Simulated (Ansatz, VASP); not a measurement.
This is a calculation of LiF for Ansatz 0.2.0.

File input.yaml:

```yaml
crystal:
  lattice:
    - [0.0, 2.0535002244, 2.0535002244]
    - [2.0535002244, 0.0, 2.0535002244]
    - [2.0535002244, 2.0535002244, 0.0]
  atoms:
    - { symbol: F, position: [0.5, 0.5, 0.5] }
    - { symbol: Li, position: [0.0, 0.0, 0.0] }
kpoints:
  mp_grid: { grid: [11, 11, 11] }
scf:
  occupations: { method: fermi_dirac, width: 0.05 }
hamiltonian:
  xc: lda
  pseudopotentials: { kind: all_electron, lapw: { basis_error: 0.001 } }
output:
  forces: true
  stress: true
  eigenvalues: true
```

Potentials or basis: all-electron LAPW, scalar-relativistic.

The run is started by

```bash
$ ansatz run input.yaml --threads 1 --pin off --max-ram 3072MiB --backend cpu --events-out ev --progress --plain --runs-dir out
```

Task: Translate it to VASP 6.6.1. Potentials there: VASP PAW LDA potentials, release 64 (F, Li_sv).

Result: As run (the cutoff follows the program's own potentials):

The input INCAR:

```
PREC     = Accurate       # precision mode
ENCUT    = 520            # plane-wave cutoff, eV
EDIFF    = 1E-6           # SCF threshold, eV
ISMEAR   = -1             # smearing method
SIGMA    = 0.05           # smearing width, eV
LREAL    = F              # projectors in reciprocal space
LASPH    = T              # aspherical terms in the spheres
NELM     = 100            # most SCF steps
ALGO     = Normal         # electronic algorithm
ISIF     = 2              # what is computed and relaxed
LWAVE    = F              # write WAVECAR
LCHARG   = F              # write CHGCAR
GGA      = CA             # functional
NBANDS   = 12             # bands
```

KPOINTS

```
regular mesh
0
Gamma
  11 11 11
```

File POSCAR:

```
LiF
1.0
    0.0000000000      2.0535002244      2.0535002244
    2.0535002244      0.0000000000      2.0535002244
    2.0535002244      2.0535002244      0.0000000000
F Li
1 1
Direct
    0.5000000000      0.5000000000      0.5000000000
    0.0000000000      0.0000000000      0.0000000000
```

Potentials or basis: VASP PAW LDA potentials, release 64 (F, Li_sv).

Command:

```sh
$ cat potpaw_LDA.64/F/POTCAR potpaw_LDA.64/Li_sv/POTCAR > POTCAR
$ mpirun -np 1 vasp_std > vasp.out
```

Both were run:

|  | VASP | Ansatz | Ansatz less VASP |
| --- | --- | --- | --- |
| gap on the k mesh at the Fermi level (eV) | 8.33 | 8.32 | -0.011 |
| least direct gap on the mesh (eV) | 8.33 | 8.32 | -0.011 |

LDA's correlation is that of Perdew and Zunger in VASP and of Perdew and Wang (1992) in Ansatz. Ansatz ran all-electron here, and VASP with PAW potentials.

Noted on VASP's run: the cutoff is short for stress, so the pressure is rough.
